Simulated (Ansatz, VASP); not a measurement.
**Si4O in VASP and in Ansatz**

```
Si O
1.0
    -1.99796    1.99796    4.71395
     1.99796   -1.99796    4.71395
     1.99796    1.99796   -4.71395
Si O
4 1
Cartesian
  0.0000 0.0000 6.2045
  0.0000 1.9980 0.0000
  1.9980 0.0000 0.0000
  0.0000 0.0000 3.2234
  0.0000 0.0000 0.0000
```

Change from the starting cell: species swapped into the PbF4 type (I4/mmm, No. 139).

Alike in both runs: task single point; functional PBE; k mesh 6 × 6 × 6; occupations gaussian, width 0.1 eV; collinear spin.

|  | VASP | Ansatz |
| --- | --- | --- |
| version | VASP 6.6.1 | Ansatz 0.2.0 |
| potentials or method | VASP PAW PBE potentials, release 64 (Si, O), cutoff 520 eV | scalar-relativistic, plane waves, PAW |
| valence electrons in the cell | 22 | 22 |

|  | VASP | Ansatz | Ansatz less VASP |
| --- | --- | --- | --- |
| gap on the k mesh at the Fermi level (eV) | none | none | - |
| pressure (GPa) | 0.0 | 0.0 | -0.02 |
| traceless stress, the component that is largest in VASP (GPa) | -0.14 | 0.00 | +0.135 |
| rms of the force components (eV/Å) | 0.006 | 0.010 | +0.0044 |
| net moment per atom (μB) | 0.00 | 0.00 | 0.000 |

Atom by atom the forces differ by 0.004 eV/Å (rms over components). A gap of «none» marks a metal or a gap that the smearing closes. Ansatz's warnings: filled band counts differ across k points, seeded moment not kept.

The k mesh is coarse, so the values compare programs but aren't converged.
